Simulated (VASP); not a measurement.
# Ag2Rh (P6_3/mmc) in VASP: a series of runs, part 2 of 2

VASP 6.6.1. The steps go on from the part before.

**4. Relaxation of cell and atoms, PBE**

INCAR reads:

```
ALGO = Normal
EDIFF = 1E-6
EDIFFG = -0.04
ENCUT = 600
GGA = PE
IBRION = 2
ISIF = 3
ISMEAR = 0
LASPH = True
LCHARG = False
LREAL = False
LWAVE = False
NELM = 100
NSW = 90
PREC = Accurate
SIGMA = 0.1
```

KPOINTS reads:

```
k-points
0
Gamma
  6 6 2
```

POSCAR reads:

```
Ag2Rh
1.0
    3.0710270933      0.0000000000      0.0000000000
   -1.5355135467      2.6595874785      0.0000000000
    0.0000000000      0.0000000000     11.9450360586
Ag Rh
4 2
Direct
    0.3333333333      0.6666666667      0.6275000000
    0.6666666667      0.3333333333      0.1275000000
    0.3333333333      0.6666666667      0.8725000000
    0.6666666667      0.3333333333      0.3725000000
    0.3333333333      0.6666666667      0.2500000000
    0.6666666667      0.3333333333      0.7500000000
```

Potentials or basis: VASP PAW PBE potentials, release 64 (Ag, Rh_pv).

Launch:

```
$ cat potpaw_PBE.64/Ag/POTCAR potpaw_PBE.64/Rh_pv/POTCAR > POTCAR
$ mpirun -np 1 vasp_std > vasp.out
```

OUTCAR:

```text
EDIFF = 1E-6
   EDIFFG = -0.04
   ENCUT = 600
   GGA = PE
   IBRION = 2
   ISIF = 3
   ISMEAR = 0
   LASPH = True
   LREAL = False
   NELM = 100
   NSW = 90
   PREC = Accurate

 ion  position               nearest neighbor table
   1  0.333  0.667  0.627-   6 2.30   6 2.30   6 2.30   3 2.93   4 3.52   4 3.52   4 3.52
   2  0.667  0.333  0.127-   5 2.30   5 2.30   5 2.30   4 2.93   3 3.52   3 3.52   3 3.52
   3  0.333  0.667  0.873-   6 2.30   6 2.30   6 2.30   1 2.93   2 3.52   2 3.52   2 3.52
   4  0.667  0.333  0.373-   5 2.30   5 2.30   5 2.30   2 2.93   1 3.52   1 3.52   1 3.52
   5  0.333  0.667  0.250-   2 2.30   4 2.30   2 2.30   4 2.30   2 2.30   4 2.30
   6  0.667  0.333  0.750-   1 2.30   3 2.30   1 2.30   3 2.30   1 2.30   3 2.30

  LATTYP: Found a hexagonal cell.
 ALAT       =     3.0710270933
 C/A-ratio  =     3.8895899306

  Lattice vectors:

 A1 = (   3.0710270933,   0.0000000000,   0.0000000000)
 A2 = (  -1.5355135467,   2.6595874785,   0.0000000000)
 A3 = (   0.0000000000,   0.0000000000,  11.9450360586)

Analysis of symmetry for initial positions (statically):
=====================================================================
 Subroutine PRICEL returns:
 Original cell was already a primitive cell.

 Routine SETGRP: Setting up the symmetry group for a
 hexagonal supercell.

 Subroutine GETGRP returns: Found 24 space group operations
 (whereof 12 operations were pure point group operations)
 out of a pool of 24 trial point group operations.

The static configuration has the point symmetry D_3d.
 The point group associated with its full space group is D_6h.

Analysis of symmetry for dynamics (positions and initial velocities):
=====================================================================
 Subroutine PRICEL returns:
 Original cell was already a primitive cell.

 Routine SETGRP: Setting up the symmetry group for a
 hexagonal supercell.

 Subroutine GETGRP returns: Found 24 space group operations
 (whereof 12 operations were pure point group operations)
 out of a pool of 24 trial point group operations.

[... 112 lines left out ...]
   EFERMI =   0.00;   METHOD = LEGACY
   ISMEAR =     0;   SIGMA  =   0.10  broadening in eV -4-tet -1-fermi 0-gaus
   EFERMI_NEDOS =   21; number of points for ismear=-14 and -15
   IALGO  =     38    algorithm
   IMIX   =      4    mixing-type and parameters
     AMIX     =   0.40;   BMIX     =  1.00
     AMIX_MAG =   1.60;   BMIX_MAG =  1.00
  volume/ion in A,a.u.               =      16.26       109.73
  Fermi-wavevector in a.u.,A,eV,Ry     =   1.492990  2.821342 30.327652  2.229020
  Thomas-Fermi vector in A             =   2.605448
   LORBIT       =      0    0 simple, 1 ext, 2 COOP (PROOUT), +10 PAW based schemes
   GGA     = PE    functional components
   LHFCALC =     F    Hartree Fock is set to
   AEXX    =    0.0000 exact exchange contribution
   IVDW    =     0    specifies the selected vdW correction
   LEPSILON=     F    determine dielectric tensor
   LRPA    =     F    only Hartree local field effects (RPA)
 conjugate gradient relaxation of ions
 non-spin polarized calculation
 Gauss-broadening in eV      SIGMA  =   0.10
  energy-cutoff  :      600.00
  volume of cell :       97.56
 maximum number of plane-waves:      3294
 NGX is ok and might be reduce to    28
   NGX = 13   NGY = 13   NGZ = 47

--------------------------------------- Ionic step        1  -------------------------------------------

 number of electron      73.9999990 magnetization

 Free energy of the ion-electron system (eV)
  ---------------------------------------------------
  ext. energy  EPLUGINS =         0.00000000
  ---------------------------------------------------
  free energy    TOTEN  =       -13.23868422 eV

  energy without entropy =      -13.21340740  energy(sigma->0) =      -13.22604581

------------------------ aborting loop because EDIFF is reached ----------------------------------------

  FORCE on cell =-STRESS in cart. coord.  units (eV):
  Direction    XX          YY          ZZ          XY          YZ          ZX
  --------------------------------------------------------------------------------------
  -------------------------------------------------------------------------------------
  Total       35.0088129     35.0088129     52.1323924     -0.0000000     -0.0000000      0.0000000
  in kB      574.9135900    574.9135900    856.1164567     -0.0000000     -0.0000000      0.0000000
  external PRESSURE =     668.6478789 kB  Pullay stress =       0.0000000 kB
[... 1434 lines left out ...]
     43      21.8750      0.00000
     44      21.8750      0.00000

[... ionic steps 4 to 16 ...]

--------------------------------------- Ionic step       17  -------------------------------------------

 number of electron      74.0000020 magnetization

------------------------ aborting loop because EDIFF is reached ----------------------------------------
[... 75 lines left out ...]
--------------------------------------- Ionic step       19  -------------------------------------------

 number of electron      74.0000003 magnetization

 Free energy of the ion-electron system (eV)
  ---------------------------------------------------
  ext. energy  EPLUGINS =         0.00000000
  ---------------------------------------------------
  free energy    TOTEN  =       -24.33501942 eV

  energy without entropy =      -24.29744916  energy(sigma->0) =      -24.31623429

 E-fermi :   8.6301     XC(G=0): -12.5881

 val. band max:        8.6152456948   @ k =   0.1667   0.0000   0.0000
 cond. band min:       8.6477408041   @ k =   0.1667   0.1667   0.0000
 fundamental gap:      0.0324951093
 Fermi energy:         8.6301194748
[... 689 lines left out ...]
  FREE ENERGIE OF THE ION-ELECTRON SYSTEM (eV)
  ---------------------------------------------------
  free  energy   TOTEN  =       -24.3350194235 eV

  energy  without entropy=      -24.2974491577  energy(sigma->0) =      -24.31623429

 reached required accuracy - stopping structural energy minimisation
```

OSZICAR:

```text
N       E                     dE             d eps       ncg     rms          rms(c)
DAV:   1     0.775376166648E+03    0.77538E+03   -0.46093E+04  1312   0.198E+03
DAV:   2     0.984617140277E+01   -0.76553E+03   -0.74538E+03  1304   0.510E+02
DAV:   3    -0.159434417004E+02   -0.25790E+02   -0.25380E+02  1312   0.100E+02
DAV:   4    -0.162143614372E+02   -0.27092E+00   -0.27060E+00  1316   0.979E+00
[... 244 lines left out ...]
DAV:   4    -0.243352697120E+02    0.60958E-03   -0.27067E-03  1312   0.407E-01    0.133E-01
DAV:   5    -0.243351190742E+02    0.15064E-03   -0.67020E-04  1284   0.178E-01    0.754E-02
DAV:   6    -0.243350685978E+02    0.50476E-04   -0.45764E-04  1248   0.127E-01    0.727E-02
DAV:   7    -0.243350199547E+02    0.48643E-04   -0.82841E-05  1248   0.605E-02    0.584E-03
DAV:   8    -0.243350194235E+02    0.53115E-06   -0.17417E-06   924   0.793E-03
  19 F= -.24335019E+02 E0= -.24316234E+02  d E =-.223433E-02
```

CONTCAR:

```text
Ag2Rh
   1.00000000000000
     2.7983562732812435    0.0000000000077619   -0.0000000000000000
    -1.3991781366794602    2.4234476214920324   -0.0000000000000000
    -0.0000000000000000    0.0000000000000000   14.5041296580069279
  Ag              Rh
     4     2
Direct
     0.3333333332999970    0.6666666667000030    0.5859405590870619
     0.6666666667000030    0.3333333332999970    0.0859405590870618
     0.3333333332999970    0.6666666667000030    0.9140594409129381
     0.6666666667000030    0.3333333332999970    0.4140594409129382
     0.3333333332999970    0.6666666667000030    0.2500000000000000
     0.6666666667000030    0.3333333332999970    0.7500000000000000

  0.00000000E+00  0.00000000E+00  0.00000000E+00
  0.00000000E+00  0.00000000E+00  0.00000000E+00
  0.00000000E+00  0.00000000E+00  0.00000000E+00
  0.00000000E+00  0.00000000E+00  0.00000000E+00
  0.00000000E+00  0.00000000E+00  0.00000000E+00
  0.00000000E+00  0.00000000E+00  0.00000000E+00
```

Run time: 24 min. Hardware: 1 thread of Intel Xeon Platinum 8259CL at 2.50GHz (Skylake/Cascade Lake), shared host; peak memory 0.31 GiB.

Results:

```yaml
Free_energy: -24.3350 eV
Relaxed_volume: 16.39 Å³/atom
Relaxed_cell: a = 2.798 Å, b = 2.798 Å, c = 14.504 Å, α = 90.00°, β = 90.00°, γ = 120.00°
Space_group_after_relaxing_to_0.1_Å: P6_3/mmc (No. 194)
Pressure_after_relaxing: 0.0 GPa
Largest_force_after_relaxing: 0.003 eV/Å
Band_gap_on_the_k_mesh: zero (bands 37 and 38 overlap by 5.62 eV)
```

Forces in eV/Å, atoms in the order of the input:
```
Ag   0.000  0.000  0.003
Ag   0.000  0.000  0.003
Ag   0.000  0.000 -0.003
Ag   0.000  0.000 -0.003
Rh   0.000  0.000  0.000
Rh   0.000  0.000  0.000
```

Stress tensor (GPa, compression positive):
```
-0.08  0.00  0.00
 0.00 -0.08  0.00
 0.00  0.00  0.02
```

Final structure:
```
CELL_PARAMETERS angstrom
2.79836 0.00000 0.00000
-1.39918 2.42345 0.00000
0.00000 0.00000 14.50413
ATOMIC_POSITIONS crystal
Ag 0.33333 0.66667 0.58594
Ag 0.66667 0.33333 0.08594
Ag 0.33333 0.66667 0.91406
Ag 0.66667 0.33333 0.41406
Rh 0.33333 0.66667 0.25000
Rh 0.66667 0.33333 0.75000
```

Caveat: the k points lie up to 0.43 Å⁻¹ apart in the final cell, too coarse for converged energies and pressures of a metal; a cell axis changed by over 15 % at a fixed basis, so the end point is rough.

**5. Single point, PBE**

This run uses another cell than the first one, of 16.39 Å³/atom.

INCAR reads:

```
SYSTEM = Ag2Rh
  PREC = Accurate
  ENCUT = 520
  EDIFF = 1E-6
  ISMEAR = 0
  SIGMA = 0.1
  LREAL = .False.
  LASPH = .True.
  NELM = 80
  ALGO = Fast
  ISIF = 2
  LWAVE = .False.
  LCHARG = .True.
  GGA = PE
  LELF = .True.
  LVHAR = .True.
  NBANDS = 46
```

KPOINTS reads:

```
Automatic mesh
0
Gamma
  18 18 4
  0 0 0
```

POSCAR reads:

```
Ag2Rh
1.0
    2.8110188348      0.0000000000      0.0000000000
   -1.4055094174      2.4344137214      0.0000000000
    0.0000000000      0.0000000000     14.3717697294
Ag Rh
4 2
Direct
    0.3333333333      0.6666666667      0.5859998106
    0.6666666667      0.3333333333      0.0859998106
    0.3333333333      0.6666666667      0.9140001894
    0.6666666667      0.3333333333      0.4140001894
    0.3333333333      0.6666666667      0.2500000000
    0.6666666667      0.3333333333      0.7500000000
```

Launch:

```
$ cat potpaw_PBE.64/Ag/POTCAR potpaw_PBE.64/Rh_pv/POTCAR > POTCAR
$ mpirun -np 1 vasp_std > vasp.out
```

It took 9.2 min on 1 thread of Intel Xeon Platinum 8259CL at 2.50GHz (Skylake/Cascade Lake), shared host; peak memory 0.52 GiB.

Results (log left out):

```
Free energy            : -24.3335 eV
Pressure               : -0.2 GPa
Band gap on the k mesh : zero (bands 37 and 38 overlap by 5.49 eV)
```

Levels at points of the mesh, in eV from the Fermi level:
```csv
k point,band 35,band 36,band 37,band 38,band 39,band 40
"(0.00, 0.00, 0.00)",-1.68,-1.64,-1.64,0.01,0.08,0.08
"(0.50, 0.00, 0.00)",0.86,0.98,0.98,1.43,1.45,1.88
"(0.00, 0.00, 0.50)",-1.66,-1.66,-0.94,-0.94,0.08,0.08
"(0.50, 0.00, 0.50)",0.98,0.98,1.27,1.27,1.60,1.60
```

**6. Summary**

```tsv
task	cell	k mesh	cutoff (eV)	gap on the mesh (eV)	pressure (GPa)
single point	a = 3.071, b = 3.071, c = 11.945 Å, angles 90.0, 90.0, 120.0°, 6 atoms, atomic positions A	6 × 6 × 2	520	none	67.0
single point	a = 2.799, b = 2.799, c = 14.514 Å, angles 90.0, 90.0, 120.0°, 6 atoms, atomic positions B	6 × 6 × 2	520	none	-0.2
relaxation of cell and atoms	relaxed from a = 3.071, b = 3.071, c = 11.945 Å, angles 90.0, 90.0, 120.0°, 6 atoms, atomic positions A	6 × 6 × 2	600	none	0.0
single point	a = 2.811, b = 2.811, c = 14.372 Å, angles 90.0, 90.0, 120.0°, 6 atoms, atomic positions C	18 × 18 × 4	520	none	-0.2
```

Alike in all rows: level PBE; potentials or basis VASP PAW PBE potentials, release 64 (Ag, Rh_pv); no spin polarisation; smearing gaussian 0.1 eV.

Caveats: some runs use coarse meshes; forces of over 1 eV/Å act on the atoms, so gaps and moduli don't describe the material at rest (at least some runs); a cell axis changed by over 15 % at a fixed basis, so the end point is rough (at least some runs).

Total energies depend on the potentials used, so only differences within one code and one set of settings carry meaning.

The gap in the log of VASP goes by the Fermi energy; the results here count the filled bands.